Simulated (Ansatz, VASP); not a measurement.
## One calculation of La, two programs

```
CELL_PARAMETERS angstrom
3.63730 0.00000 0.00000
-1.81865 3.15000 0.00000
0.00000 0.00000 6.01583
ATOMIC_POSITIONS crystal
La 0.33333 0.66667 0.25000
La 0.66667 0.33333 0.75000
```

Alike in both runs: functional PBEsol; k mesh 14 × 14 × 8; occupations fermi-dirac, width 0.05 eV; no spin polarisation.

Ansatz relaxed the structure, and its values are those at the end. VASP's run is a single point on that final structure, the one shown.

```csv
,VASP,Ansatz
version,VASP 6.6.1,Ansatz 0.2.0
potentials or method,"VASP PAW PBE potentials, release 64 (La)","PAW with Ansatz's default frozen-core files, scalar-relativistic"
plane-wave cutoff (eV),520,420
valence electrons in the cell,22,22
```

Ansatz gave:

| Quantity | Value |
| --- | --- |
| pressure (GPa) | 0.0 |

**Question.** Estimate VASP's values.

**Answer.** Pressure (GPa): 0.1.

VASP's potentials were made for PBE, not for PBEsol.

Spin-orbit coupling is off throughout.
